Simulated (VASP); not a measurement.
# ZnCd (Pm-3m) in VASP: elastic constants with PBEsol

Aim: the elastic constants of ZnCd with PBEsol.

All numbers are computed with VASP 6.6.1; they aren't measurements. Logs are shortened: lines on timing, memory, paths and dates and some standing lists are left out, and cuts for length are marked.

## 1. The cell of the first run

The structure is cubic, space group Pm-3m (No. 221). The conventional cell has a = 3.299 Å, b = 3.299 Å, c = 3.299 Å, α = 90.00°, β = 90.00°, γ = 90.00°. Within 3.8 Å of Zn (site symmetry m-3m) lie 8 Cd at 2.86 Å and 6 Zn at 3.30 Å. Within 3.8 Å of Cd (site symmetry m-3m) lie 8 Zn at 2.86 Å and 6 Cd at 3.30 Å.

## 2. Elastic constants, PBEsol

INCAR reads:

```
SYSTEM = ZnCd
PREC     = Accurate       ! precision mode
ENCUT    = 600            ! plane-wave cutoff, eV
EDIFF    = 1E-8           ! SCF threshold, eV
ISMEAR   = -1             ! smearing method
SIGMA    = 0.15           ! smearing width, eV
LREAL    = .False.        ! projectors in reciprocal space
LASPH    = .True.         ! aspherical terms in the spheres
NELM     = 100            ! most SCF steps
ALGO     = Fast           ! electronic algorithm
ISIF     = 3              ! what is computed and relaxed
LWAVE    = .False.        ! write WAVECAR
LCHARG   = .True.         ! write CHGCAR
GGA      = PS             ! functional
IBRION   = 6              ! ionic algorithm
NFREE    = 2            
POTIM    = 0.015          ! step
NSW      = 1              ! ionic steps
```

KPOINTS reads:

```
Automatic mesh
0
Gamma
  12 12 12
  0 0 0
```

POSCAR reads:

```
ZnCd
1.0
    3.2989115627      0.0000000000      0.0000000000
    0.0000000000      3.2989115627      0.0000000000
    0.0000000000      0.0000000000      3.2989115627
Zn Cd
1 1
Direct
    0.5000000000      0.5000000000      0.5000000000
    0.0000000000      0.0000000000      0.0000000000
```

Potentials or basis: VASP PAW PBE potentials, release 64 (Zn, Cd).

Started as:

```bash
cat potpaw_PBE.64/Zn/POTCAR potpaw_PBE.64/Cd/POTCAR > POTCAR
mpirun -np 1 vasp_std > vasp.out
```

OUTCAR:

```text
SYSTEM = ZnCd
   PREC = Accurate
   ENCUT = 600
   EDIFF = 1E-8
   ISMEAR = -1
   LREAL = .False.
   LASPH = .True.
   NELM = 100
   ISIF = 3
   GGA = PS
   IBRION = 6
   NFREE = 2
   POTIM = 0.015
   NSW = 1

 ion  position               nearest neighbor table
   1  0.500  0.500  0.500-   2 2.86   2 2.86   2 2.86   2 2.86   2 2.86   2 2.86   2 2.86   2 2.86

   2  0.000  0.000  0.000-   1 2.86   1 2.86   1 2.86   1 2.86   1 2.86   1 2.86   1 2.86   1 2.86

  LATTYP: Found a simple cubic cell.
 ALAT       =     3.2989115627

  Lattice vectors:

 A1 = (   3.2989115627,   0.0000000000,   0.0000000000)
 A2 = (   0.0000000000,   3.2989115627,   0.0000000000)
 A3 = (   0.0000000000,   0.0000000000,   3.2989115627)

Analysis of symmetry for initial positions (statically):
=====================================================================
 Subroutine PRICEL returns:
 Original cell was already a primitive cell.

 Routine SETGRP: Setting up the symmetry group for a
 simple cubic supercell.

 Subroutine GETGRP returns: Found 48 space group operations
 (whereof 48 operations were pure point group operations)
 out of a pool of 48 trial point group operations.

The static configuration has the point symmetry O_h .

Analysis of symmetry for dynamics (positions and initial velocities):
=====================================================================
 Subroutine PRICEL returns:
 Original cell was already a primitive cell.

 Routine SETGRP: Setting up the symmetry group for a
 simple cubic supercell.

 Subroutine GETGRP returns: Found 48 space group operations
 (whereof 48 operations were pure point group operations)
 out of a pool of 48 trial point group operations.

The dynamic configuration has the point symmetry O_h .

 Subroutine INISYM returns: Found 48 space group operations
 (whereof 48 operations are pure point group operations),
 and found     1 'primitive' translations

----------------------------------------------------------------------------------------

                                     Primitive cell

  volume of cell :      35.9015

  direct lattice vectors                    reciprocal lattice vectors
     3.298911563  0.000000000  0.000000000     0.303130284  0.000000000  0.000000000
     0.000000000  3.298911563  0.000000000     0.000000000  0.303130284  0.000000000
     0.000000000  0.000000000  3.298911563     0.000000000  0.000000000  0.303130284

  length of vectors
     3.298911563  3.298911563  3.298911563     0.303130284  0.303130284  0.303130284

  position of ions in fractional coordinates (direct lattice)
     0.500000000  0.500000000  0.500000000
     0.000000000  0.000000000  0.000000000

  ion indices of the primitive-cell ions
   primitive index   ion index
                 1           1
                 2           2

----------------------------------------------------------------------------------------

 KPOINTS: Automatic mesh

Automatic generation of k-mesh.
 Grid dimensions read from file:
 generate k-points for:   12   12   12

 Generating k-lattice:

  Cartesian coordinates                     Fractional coordinates (reciprocal lattice)
     0.025260857  0.000000000  0.000000000     0.083333333  0.000000000  0.000000000
[... 106 lines left out ...]
  ---------------------------------------------------
  free energy    TOTEN  =        -2.52480696 eV

  energy without entropy =       -2.47081177  energy(sigma->0) =       -2.49780936

------------------------ aborting loop because EDIFF is reached ----------------------------------------

  FORCE on cell =-STRESS in cart. coord.  units (eV):
  Direction    XX          YY          ZZ          XY          YZ          ZX
  --------------------------------------------------------------------------------------
  -------------------------------------------------------------------------------------
  Total        0.0610031      0.0610031      0.0610031      0.0000000      0.0000000     -0.0000000
  in kB        2.7223918      2.7223918      2.7223918      0.0000000      0.0000000     -0.0000000
  external PRESSURE =       2.7223918 kB  Pullay stress =       0.0000000 kB
[... 89 lines left out ...]
  FREE ENERGIE OF THE ION-ELECTRON SYSTEM (eV)
  ---------------------------------------------------
  free  energy   TOTEN  =        -2.5227314475 eV

  energy  without entropy=       -2.4693051548  energy(sigma->0) =       -2.49601830

[... ionic steps 4 to 14 ...]

--------------------------------------- Ionic step       15  -------------------------------------------

 number of electron      24.0000013 magnetization

------------------------ aborting loop because EDIFF is reached ----------------------------------------
[... 67 lines left out ...]
--------------------------------------- Ionic step       17  -------------------------------------------

 number of electron      24.0000015 magnetization

 Free energy of the ion-electron system (eV)
  ---------------------------------------------------
  ext. energy  EPLUGINS =         0.00000000
  ---------------------------------------------------
  free energy    TOTEN  =        -2.52455536 eV

  energy without entropy =       -2.47056671  energy(sigma->0) =       -2.49756104

 E-fermi :   3.1152     XC(G=0): -11.5690

 val. band max:        3.0849241797   @ k =   0.2500   0.1667   0.1667
 cond. band min:       3.1313491537   @ k =   0.5000   0.4167   0.1667
 fundamental gap:      0.0464249740
 Fermi energy:         3.1152099363

 k-point     1 :       0.0000    0.0000    0.0000
  band No.  band energies     occupation
      1      -6.7374      2.00000
      2      -6.5471      2.00000
      3      -6.5469      2.00000
      4      -5.8217      2.00000
      5      -5.8215      2.00000
      6      -5.8215      2.00000
[... 433 lines left out ...]
      3      -6.0856      2.00000
      4      -6.0177      2.00000
      5      -5.6357      2.00000
      6      -4.5584      2.00000
[... 8 lines left out ...]
     15      11.5166      0.00000
     16      13.3369      0.00000

 [... further k-points ...]

------------------------ aborting loop because EDIFF is reached ----------------------------------------

  FORCE on cell =-STRESS in cart. coord.  units (eV):
  Direction    XX          YY          ZZ          XY          YZ          ZX
  --------------------------------------------------------------------------------------
  -------------------------------------------------------------------------------------
  Total        0.0613655      0.0625021      0.0625021      0.0000000     -0.0000000      0.0000000
  in kB        2.7385649      2.7892888      2.7892888      0.0000000     -0.0000000      0.0000000
  external PRESSURE =       2.7723808 kB  Pullay stress =       0.0000000 kB
[... 17 lines left out ...]
  FREE ENERGIE OF THE ION-ELECTRON SYSTEM (eV)
  ---------------------------------------------------
  free  energy   TOTEN  =        -2.5245553636 eV

  energy  without entropy=       -2.4705667101  energy(sigma->0) =       -2.49756104

 INTERNAL STRAIN TENSORS FROM STRAINED CELLS
 ============================================

 INTERNAL STRAIN TENSOR FOR ION    1 for displacements in x,y,z  (eV/Angst):
          X           Y           Z          XY          YZ          ZX
  --------------------------------------------------------------------------------
  x     0.00000     0.00000     0.00000     0.00000     0.00000     0.00000
  y     0.00000     0.00000     0.00000     0.00000     0.00000     0.00000
  z     0.00000     0.00000     0.00000     0.00000     0.00000     0.00000

 INTERNAL STRAIN TENSORS FROM DISPLACED ATOMS
 ============================================

 INTERNAL STRAIN TENSOR FOR ION    1 for displacements in x,y,z  (eV/Angst):
          X           Y           Z          XY          YZ          ZX
  --------------------------------------------------------------------------------
  x     0.00000     0.00000     0.00000     0.00000     0.00000     0.00000
  y     0.00000     0.00000     0.00000     0.00000     0.00000     0.00000
  z     0.00000     0.00000     0.00000     0.00000     0.00000     0.00000

 INTERNAL STRAIN TENSOR FOR ION    2 for displacements in x,y,z  (eV/Angst):
          X           Y           Z          XY          YZ          ZX
  --------------------------------------------------------------------------------
  x     0.00000     0.00000     0.00000     0.00000     0.00000     0.00000
  y     0.00000     0.00000     0.00000     0.00000     0.00000     0.00000
  z     0.00000     0.00000     0.00000     0.00000     0.00000     0.00000

 Eigenvectors and eigenvalues of the dynamical matrix
 ----------------------------------------------------

   1 f  =    3.637561 THz    22.855468 2PiTHz  121.335965 cm-1    15.043736 meV
             X         Y         Z           dx          dy          dz
      1.649456  1.649456  1.649456     0.794925   -0.000000   -0.000000
      0.000000  0.000000  0.000000    -0.606707   -0.000000    0.000000
[... 21 lines left out ...]
   6 f/i=    0.001219 THz     0.007660 2PiTHz    0.040665 cm-1     0.005042 meV
             X         Y         Z           dx          dy          dz
      1.649456  1.649456  1.649456    -0.193627    0.306691    0.486357
      0.000000  0.000000  0.000000    -0.253696    0.401835    0.637239

--------------------------------------------------------------------------------------------------------

 ELASTIC MODULI CONTR FROM IONIC RELAXATION (kBar)
 Direction    XX          YY          ZZ          XY          YZ          ZX
 --------------------------------------------------------------------------------
 XX           0.0000      0.0000      0.0000      0.0000      0.0000      0.0000
 YY           0.0000      0.0000      0.0000      0.0000      0.0000      0.0000
 ZZ           0.0000      0.0000      0.0000      0.0000      0.0000      0.0000
 XY           0.0000      0.0000      0.0000      0.0000      0.0000      0.0000
 YZ           0.0000      0.0000      0.0000      0.0000      0.0000      0.0000
 ZX           0.0000      0.0000      0.0000      0.0000      0.0000      0.0000
 --------------------------------------------------------------------------------

 TOTAL ELASTIC MODULI (kBar)
 Direction    XX          YY          ZZ          XY          YZ          ZX
 --------------------------------------------------------------------------------
 XX         444.0528    725.4956    725.4956     -0.0000      0.0000      0.0000
 YY         725.4956    444.0528    725.4956     -0.0000      0.0000     -0.0000
 ZZ         725.4956    725.4956    444.0528      0.0000     -0.0000      0.0000
 XY          -0.0000     -0.0000      0.0000    -90.7981      0.0000      0.0000
 YZ           0.0000      0.0000     -0.0000      0.0000    -90.7981      0.0000
 ZX           0.0000     -0.0000      0.0000      0.0000      0.0000    -90.7981
 --------------------------------------------------------------------------------
```

Run time: 18 min. Hardware: 1 thread of Intel Xeon 6975P-C (Granite Rapids), shared host; peak memory 0.69 GiB.

Results:

| Property | Result |
| --- | --- |
| Elastic constants C11, C12, C44 | 44, 73, -9 GPa |
| Voigt bulk modulus | 63 GPa |
| Highest phonon frequency at Γ | 121 cm⁻¹ |

Phonon frequencies in cm⁻¹ (negative: imaginary):
```csv
q point,frequencies
"(0.000, 0.000, 0.000)",0 0 0 121 121 121
```

Elastic tensor in Voigt notation (GPa, in the Cartesian axes of the cell as first typed):
```
44 73 73  0  0  0
73 44 73  0  0  0
73 73 44  0  0  0
 0  0  0 -9  0  0
 0  0  0  0 -9  0
 0  0  0  0  0 -9
```

Clamped-ion elastic tensor (GPa):
```
44 73 73  0  0  0
73 44 73  0  0  0
73 73 44  0  0  0
 0  0  0 -9  0  0
 0  0  0  0 -9  0
 0  0  0  0  0 -9
```

Caveat: the elastic tensor has a negative eigenvalue, so either the cell is unstable as it stands or the mesh is too thin; the PAW data sets were made with another functional, which shifts forces and pressure a little.
